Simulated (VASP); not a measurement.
# AlN (P6_3/mmc) in VASP: further runs, part 2 of 3

VASP 6.6.1. The steps go on from the part before.

## (3) Single point, r2SCAN

This run uses another cell than the first one, of 9.15 Å³/atom, 1.045 times its volume.

The input, POSCAR:

```
AlN
1.0
    3.2213270127      0.0000000000      0.0000000000
   -1.6106635064      2.7897504470      0.0000000000
    0.0000000000      0.0000000000      4.0727769829
Al N
2 2
Direct
    0.3333333333      0.6666666667      0.7500000000
    0.6666666667      0.3333333333      0.2500000000
    0.3333333333      0.6666666667      0.2500000000
    0.6666666667      0.3333333333      0.7500000000
```

The input, INCAR.step1:

```
SYSTEM = AlN
PREC     = Accurate       ! precision mode
ENCUT    = 520            ! plane-wave cutoff, eV
ISMEAR   = 0              ! smearing method
SIGMA    = 0.01           ! smearing width, eV
LREAL    = .FALSE.        ! projectors in reciprocal space
LASPH    = .TRUE.         ! aspherical terms in the spheres
NELM     = 80             ! most SCF steps
NBANDS   = 16             ! bands
GGA      = PE             ! functional
ALGO     = Normal         ! electronic algorithm
EDIFF    = 1E-4           ! SCF threshold, eV
LWAVE    = .TRUE.         ! write WAVECAR
LCHARG   = .FALSE.        ! write CHGCAR
```

The input, INCAR.step2:

```
SYSTEM = AlN
PREC     = Accurate       ! precision mode
ENCUT    = 520            ! plane-wave cutoff, eV
EDIFF    = 1E-6           ! SCF threshold, eV
ISMEAR   = 0              ! smearing method
SIGMA    = 0.01           ! smearing width, eV
LREAL    = .FALSE.        ! projectors in reciprocal space
LASPH    = .TRUE.         ! aspherical terms in the spheres
NELM     = 80             ! most SCF steps
ALGO     = Normal         ! electronic algorithm
ISIF     = 2              ! what is computed and relaxed
LWAVE    = .FALSE.        ! write WAVECAR
LCHARG   = .FALSE.        ! write CHGCAR
METAGGA  = R2SCAN         ! meta-GGA
LMIXTAU  = .TRUE.       
NBANDS   = 16             ! bands
ISTART   = 1
```

The input, KPOINTS:

```
regular mesh
0
G
  12 12 6
  0 0 0
```

Potentials or basis: VASP PAW PBE potentials, release 64 (Al, N).

Command:

```console
> cat potpaw_PBE.64/Al/POTCAR potpaw_PBE.64/N/POTCAR > POTCAR
> cp INCAR.step1 INCAR
> mpirun -np 1 vasp_std > vasp.out
> cp INCAR.step2 INCAR
> mpirun -np 1 vasp_std > vasp.out
```

OUTCAR:

```text
SYSTEM = AlN
   PREC = Accurate
   ENCUT = 520
   EDIFF = 1E-6
   ISMEAR = 0
   LREAL = .FALSE.
   LASPH = .TRUE.
   NELM = 80
   ISIF = 2
   METAGGA = R2SCAN
   ISTART = 1

 ion  position               nearest neighbor table
   1  0.333  0.667  0.750-   4 1.86   4 1.86   4 1.86   3 2.04   3 2.04   2 2.76   2 2.76   2 2.76
                             2 2.76   2 2.76   2 2.76
   2  0.667  0.333  0.250-   3 1.86   3 1.86   3 1.86   4 2.04   4 2.04   1 2.76   1 2.76   1 2.76
                             1 2.76   1 2.76   1 2.76
   3  0.333  0.667  0.250-   2 1.86   2 1.86   2 1.86   1 2.04   1 2.04
   4  0.667  0.333  0.750-   1 1.86   1 1.86   1 1.86   2 2.04   2 2.04

  LATTYP: Found a hexagonal cell.
 ALAT       =     3.2213270127
 C/A-ratio  =     1.2643165276

  Lattice vectors:

 A1 = (   3.2213270127,   0.0000000000,   0.0000000000)
 A2 = (  -1.6106635064,   2.7897504470,   0.0000000000)
 A3 = (   0.0000000000,   0.0000000000,   4.0727769829)

Analysis of symmetry for initial positions (statically):
=====================================================================
 Subroutine PRICEL returns:
 Original cell was already a primitive cell.

 Routine SETGRP: Setting up the symmetry group for a
 hexagonal supercell.

 Subroutine GETGRP returns: Found 24 space group operations
 (whereof 12 operations were pure point group operations)
 out of a pool of 24 trial point group operations.

The static configuration has the point symmetry D_3d.
 The point group associated with its full space group is D_6h.

Analysis of symmetry for dynamics (positions and initial velocities):
=====================================================================
 Subroutine PRICEL returns:
 Original cell was already a primitive cell.

 Routine SETGRP: Setting up the symmetry group for a
 hexagonal supercell.

 Subroutine GETGRP returns: Found 24 space group operations
 (whereof 12 operations were pure point group operations)
 out of a pool of 24 trial point group operations.

The dynamic configuration has the point symmetry D_3d.
 The point group associated with its full space group is D_6h.

 Subroutine INISYM returns: Found 24 space group operations
 (whereof 12 operations are pure point group operations),
 and found     1 'primitive' translations

----------------------------------------------------------------------------------------

                                     Primitive cell

  volume of cell :      36.6008

  direct lattice vectors                    reciprocal lattice vectors
     3.221327013  0.000000000  0.000000000     0.310431073  0.179227501  0.000000000
    -1.610663506  2.789750447  0.000000000     0.000000000  0.358455001  0.000000000
     0.000000000  0.000000000  4.072776983     0.000000000  0.000000000  0.245532717

  length of vectors
     3.221327013  3.221326511  4.072776983     0.358454945  0.358455001  0.245532717

  position of ions in fractional coordinates (direct lattice)
     0.333333333  0.666666667  0.750000000
     0.666666667  0.333333333  0.250000000
     0.333333333  0.666666667  0.250000000
     0.666666667  0.333333333  0.750000000

  ion indices of the primitive-cell ions
   primitive index   ion index
[... 24 lines left out ...]
     0.000000000  0.000000000  0.000000000

 Subroutine IBZKPT returns following result:
 ===========================================

 Found     76 irreducible k-points:

 Following reciprocal coordinates:
            Coordinates               Weight
  0.000000  0.000000  0.000000      1.000000
  0.083333 -0.000000  0.000000      6.000000
  0.166667 -0.000000  0.000000      6.000000
  0.250000  0.000000  0.000000      6.000000
  0.333333 -0.000000  0.000000      6.000000
  0.416667  0.000000  0.000000      6.000000
[... 16 lines left out ...]
  0.250000  0.000000  0.166667     12.000000
  0.333333 -0.000000  0.166667     12.000000
 [... further k-points ...]
   k-points           NKPTS =     76   k-points in BZ     NKDIM =     76   number of bands    NBANDS=     16
   number of dos      NEDOS =    301   number of ions     NIONS =      4
   total plane-waves  NPLWV =  17280
   dimension x,y,z NGX =    24 NGY =   24 NGZ =   30
   dimension x,y,z NGXF=    48 NGYF=   48 NGZF=   60
   ions per type =               2   2
   NGX,Y,Z   is equivalent  to a cutoff of  12.39, 12.39, 12.25 a.u.
   NGXF,Y,Z  is equivalent  to a cutoff of  24.77, 24.77, 24.49 a.u.
 SYSTEM =  AlN
   PREC   = accura    normal or accurate (medium, high low for compatibility)
   ISTART =      1    job   : 0-new  1-cont  2-samecut
   ICHARG =      0    charge: 1-file 2-atom 10-const
   ISPIN  =      1    spin polarized calculation?
   LNONCOLLINEAR =      F non collinear calculations
   LSORBIT =      F    spin-orbit coupling
   LASPH  =      T    aspherical Exc in radial PAW
   ENCUT  =  520.0 eV  38.22 Ry    6.18 a.u.   5.99  5.99  7.57*2*pi/ulx,y,z
   NELM   =     80;   NELMIN=  2; NELMDL=  0     # of ELM steps
   EDIFF  = 0.1E-05   stopping-criterion for ELM
   LREAL  =      F    real-space projection
   EDIFFG = 0.1E-04   stopping-criterion for IOM
   NSW    =      0    number of steps for IOM
   IBRION =     -1    ionic relax: 0-MD 1-quasi-New 2-CG
   NFREE  =      0    steps in history (QN), initial steepest desc. (CG)
   ISIF   =      2    stress and relaxation
   ISYM   =      2    0-nonsym 1-usesym 2-fastsym
   POTIM  = 0.5000    time-step for ionic-motion
   TEBEG  =    0.0;   TEEND  =   0.0 temperature during run
   PSTRESS=    0.0 pullay stress
   NELECT =      16.0000    total number of electrons
   NUPDOWN=      -1.0000    fix difference up-down
   EMIN   =  10.00;   EMAX   =-10.00  energy-range for DOS
   EFERMI =   0.00;   METHOD = LEGACY
   ISMEAR =     0;   SIGMA  =   0.01  broadening in eV -4-tet -1-fermi 0-gaus
   EFERMI_NEDOS =   21; number of points for ismear=-14 and -15
   IALGO  =     38    algorithm
   IMIX   =      4    mixing-type and parameters
     AMIX     =   0.40;   BMIX     =  1.00
     AMIX_MAG =   1.60;   BMIX_MAG =  1.00
  volume/ion in A,a.u.               =       9.15        61.75
  Fermi-wavevector in a.u.,A,eV,Ry     =   1.242466  2.347921 21.003614  1.543722
  Thomas-Fermi vector in A             =   2.376819
   LORBIT       =      0    0 simple, 1 ext, 2 COOP (PROOUT), +10 PAW based schemes
   METAGGA = R2SCAN    functional components
   LHFCALC =     F    Hartree Fock is set to
   AEXX    =    0.0000 exact exchange contribution
   IVDW    =     0    specifies the selected vdW correction
   LEPSILON=     F    determine dielectric tensor
   LRPA    =     F    only Hartree local field effects (RPA)
 non-spin polarized calculation
 Gauss-broadening in eV      SIGMA  =   0.01
  energy-cutoff  :      520.00
  volume of cell :       36.60
 maximum number of plane-waves:      1008
 NGX is ok and might be reduce to    24
   NGX = 11   NGY = 11   NGZ = 15

 number of electron      16.0000006 magnetization

 Free energy of the ion-electron system (eV)
  ---------------------------------------------------
  ext. energy  EPLUGINS =         0.00000000
  ---------------------------------------------------
  free energy    TOTEN  =       -37.91366953 eV

  energy without entropy =      -37.91366953  energy(sigma->0) =      -37.91366953

 E-fermi :   8.8287     XC(G=0): -12.0869

 val. band max:        8.7335540389   @ k =   0.0000   0.0000   0.0000
 cond. band min:      13.2455310480   @ k =   0.0000   0.0000   0.0000
 fundamental gap:      4.5119770091
 Fermi energy:         8.8286855854

 k-point     1 :       0.0000    0.0000    0.0000
  band No.  band energies     occupation
      1      -9.6046      2.00000
      2      -5.5648      2.00000
      3       1.1315      2.00000
      4       5.0647      2.00000
      5       5.0647      2.00000
      6       6.8559      2.00000
[... 433 lines left out ...]
      3       1.5638      2.00000
      4       3.4172      2.00000
      5       4.1732      2.00000
      6       4.3125      2.00000
[... 8 lines left out ...]
     15      21.9581      0.00000
     16      23.3306      0.00000

 [... further k-points ...]
[... 5 lines left out ...]
  --------------------------------------------------------------------------------------
  -------------------------------------------------------------------------------------
  Total        3.7318503      3.7318488      2.6309785     -0.0000000      0.0000000      0.0000000
  in kB      163.3593511    163.3592832    115.1693945     -0.0000000      0.0000000      0.0000000
  external PRESSURE =     147.2960096 kB  Pullay stress =       0.0000000 kB

 VOLUME and BASIS-vectors are now :
 -----------------------------------------------------------------------------
  energy-cutoff  :      520.00
  volume of cell :       36.60
      direct lattice vectors                 reciprocal lattice vectors
     3.221327013  0.000000000  0.000000000     0.310431073  0.179227501  0.000000000
    -1.610663506  2.789750447  0.000000000     0.000000000  0.358455001  0.000000000
     0.000000000  0.000000000  4.072776983     0.000000000  0.000000000  0.245532717

 POSITION                                       TOTAL-FORCE (eV/Angst)
 -----------------------------------------------------------------------------------
     -0.00000      1.85983      3.05458         0.000000     -0.000000      0.000000
      1.61066      0.92992      1.01819        -0.000000      0.000000      0.000000
     -0.00000      1.85983      1.01819         0.000000     -0.000000      0.000000
      1.61066      0.92992      3.05458         0.000000      0.000000      0.000000
 -----------------------------------------------------------------------------------
    total drift:                                0.000000     -0.000000      0.000000

  FREE ENERGIE OF THE ION-ELECTRON SYSTEM (eV)
  ---------------------------------------------------
  free  energy   TOTEN  =       -37.9136695339 eV

  energy  without entropy=      -37.9136695339  energy(sigma->0) =      -37.91366953
```

Wall time 2.8 min (1 thread of AMD EPYC 7R43 (Zen 3), shared host); peak memory 0.14 GiB.

Results:

- Free energy: -37.9137 eV
- Pressure: 14.7 GPa
- Band gap on the k mesh: 4.51 eV, direct

Caveat: the PAW data sets were made with another functional, which shifts forces and pressure a little. r2SCAN opens gaps a little over a GGA but as a rule still falls short of measured ones.

## (4) Single point, r2SCAN

This run uses another cell than the first one, of 9.55 Å³/atom, 1.091 times its volume.

The input, POSCAR:

```
AlN
1.0
    3.2673521883      0.0000000000      0.0000000000
   -1.6336760942      2.8296094100      0.0000000000
    0.0000000000      0.0000000000      4.1309673730
Al N
2 2
Direct
    0.3333333333      0.6666666667      0.7500000000
    0.6666666667      0.3333333333      0.2500000000
    0.3333333333      0.6666666667      0.2500000000
    0.6666666667      0.3333333333      0.7500000000
```

The input, INCAR.step1:

```
SYSTEM = AlN
PREC     = Accurate       ! precision mode
ENCUT    = 520            ! plane-wave cutoff, eV
ISMEAR   = 0              ! smearing method
SIGMA    = 0.01           ! smearing width, eV
LREAL    = .False.        ! projectors in reciprocal space
LASPH    = .True.         ! aspherical terms in the spheres
NELM     = 60             ! most SCF steps
NBANDS   = 16             ! bands
GGA      = PE             ! functional
ALGO     = Normal         ! electronic algorithm
EDIFF    = 1E-4           ! SCF threshold, eV
LWAVE    = .True.         ! write WAVECAR
LCHARG   = .False.        ! write CHGCAR
```

The input, INCAR.step2:

```
SYSTEM = AlN
PREC     = Accurate       ! precision mode
ENCUT    = 520            ! plane-wave cutoff, eV
EDIFF    = 1E-6           ! SCF threshold, eV
ISMEAR   = 0              ! smearing method
SIGMA    = 0.01           ! smearing width, eV
LREAL    = .False.        ! projectors in reciprocal space
LASPH    = .True.         ! aspherical terms in the spheres
NELM     = 60             ! most SCF steps
ALGO     = Normal         ! electronic algorithm
ISIF     = 2              ! what is computed and relaxed
LWAVE    = .False.        ! write WAVECAR
LCHARG   = .True.         ! write CHGCAR
METAGGA  = R2SCAN         ! meta-GGA
LMIXTAU  = .True.       
LELF     = .True.         ! ELF
LVHAR    = .True.       
NBANDS   = 16             ! bands
ISTART   = 1
```

The input, KPOINTS:

```
regular mesh
0
Gamma
  12 12 6
  0 0 0
```

Command:

```console
> cat potpaw_PBE.64/Al/POTCAR potpaw_PBE.64/N/POTCAR > POTCAR
> cp INCAR.step1 INCAR
> mpirun -np 1 vasp_std > vasp.out
> cp INCAR.step2 INCAR
> mpirun -np 1 vasp_std > vasp.out
```

Run time: 2.5 min. Hardware: 1 thread of AMD EPYC 7R43 (Zen 3), shared host; peak memory 0.14 GiB.

It converged, with:

| Property | Result |
| --- | --- |
| Free energy | -38.0043 eV |
| Pressure | 3.5 GPa |
| Band gap on the k mesh | 4.18 eV, direct |

Stress tensor (GPa, compression positive):
```
4.36 0.00 0.00
0.00 4.36 0.00
0.00 0.00 1.87
```

Levels at points of the mesh, in eV from the valence-band top:
| k point | band 6 | band 7 | band 8 | band 9 | band 10 | band 11 |
| --- | --- | --- | --- | --- | --- | --- |
| (0.00, 0.00, 0.00) | -1.79 | -1.79 | 0.00 | 4.18 | 5.55 | 9.26 |
| (0.50, 0.00, 0.00) | -4.48 | -3.09 | -1.56 | 4.67 | 7.93 | 8.25 |
| (0.00, 0.00, 0.50) | -2.71 | -2.71 | -2.71 | 6.59 | 6.59 | 9.38 |
| (0.50, 0.00, 0.50) | -3.48 | -1.89 | -1.89 | 5.85 | 5.85 | 10.44 |

Caveat: the PAW data sets were made with another functional, which shifts forces and pressure a little.

[end of part 2 of 3]
